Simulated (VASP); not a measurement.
Ga, 1 atom in the cell. The structure is cubic, space group Fm-3m (No. 225). Conventional cell: a = 4.041 Å, b = 4.041 Å, c = 4.041 Å, α = 90.00°, β = 90.00°, γ = 90.00°. Ga (site symmetry m-3m) has 12 Ga at 2.86 Å within 3.8 Å.  This cell differs from its parent crystal: volume scaled by 0.96.

```yaml
Program: VASP 6.6.1
Task: single point
Functional: LDA
Potentials_or_basis: VASP PAW LDA potentials, release 64 (Ga_d)
Cutoff: 520 eV
k_mesh: 15 × 15 × 15
Occupations: fermi-dirac, width 0.1 eV
Spin: no spin polarisation
Dipole_correction: no
Further_INCAR_settings: ALGO = Normal; EDIFF = 1e-06; NBANDS = 12
```

Potentials or basis: VASP PAW LDA potentials, release 64 (Ga_d).

Run with:

```console
$ cat potpaw_LDA.64/Ga_d/POTCAR > POTCAR
$ mpirun -np 1 vasp_std > vasp.out
```

Hardware: 1 thread of Intel(R) Xeon(R) 6975P-C (Granite Rapids) (shared host).

**Question.** Estimate the wall time of this run.

**Answer.** It took 6.5 s on 1 thread of Intel(R) Xeon(R) 6975P-C (Granite Rapids), on a shared host, peak memory 0.14 GiB. Counts: scf iterations 9, k points 120.
